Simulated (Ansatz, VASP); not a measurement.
**N in VASP and in Ansatz**

INCAR

```
SYSTEM = N
ALGO = Normal ; EDIFF = 1E-6
ENCUT = 520 ; GGA = CA
ISIF = 2 ; ISMEAR = 0
LASPH = .True. ; LCHARG = .False.
LREAL = .False. ; LWAVE = .False.
NBANDS = 8 ; NELM = 80
PREC = Accurate ; SIGMA = 0.15
```

File KPOINTS:

```
k-points
0
Gamma
  18 18 18
  0 0 0
```

The input POSCAR:

```
N
1.0
    0.0000000000      1.5221197690      1.5221197690
    1.5221197690      0.0000000000      1.5221197690
    1.5221197690      1.5221197690      0.0000000000
N
1
Direct
    0.0000000000      0.0000000000      0.0000000000
```

Input for Ansatz:

```yaml
crystal:
  lattice:
    - [0.0, 1.522119769, 1.522119769]
    - [1.522119769, 0.0, 1.522119769]
    - [1.522119769, 1.522119769, 0.0]
  atoms:
    - { symbol: "N", position: [0.0, 0.0, 0.0] }
basis:
  ecutwfc: 420
kpoints:
  mp_grid: { grid: [18, 18, 18] }
hamiltonian:
  xc: lda
scf:
  occupations: { method: gaussian, width: 0.15 }
output:
  forces: true
  stress: true
  eigenvalues: true
```

Alike in both runs: task single point; functional LDA; k mesh 18 × 18 × 18; occupations gaussian, width 0.15 eV; no spin polarisation.

|  | VASP | Ansatz |
| --- | --- | --- |
| version | VASP 6.6.1 | Ansatz 0.2.0 |
| potentials or method | VASP PAW LDA potentials, release 64 (N), cutoff 520 eV | scalar-relativistic, plane waves, PAW |
| valence electrons in the cell | 5 | 5 |

```tsv
	VASP	Ansatz	Ansatz less VASP
gap on the k mesh at the Fermi level (eV)	none	none	-
pressure (GPa)	-0.1	-0.3	-0.15
```

LDA's correlation is that of Perdew and Zunger in VASP and of Perdew and Wang (1992) in Ansatz. A gap of «none» marks a metal or a gap that the smearing closes.
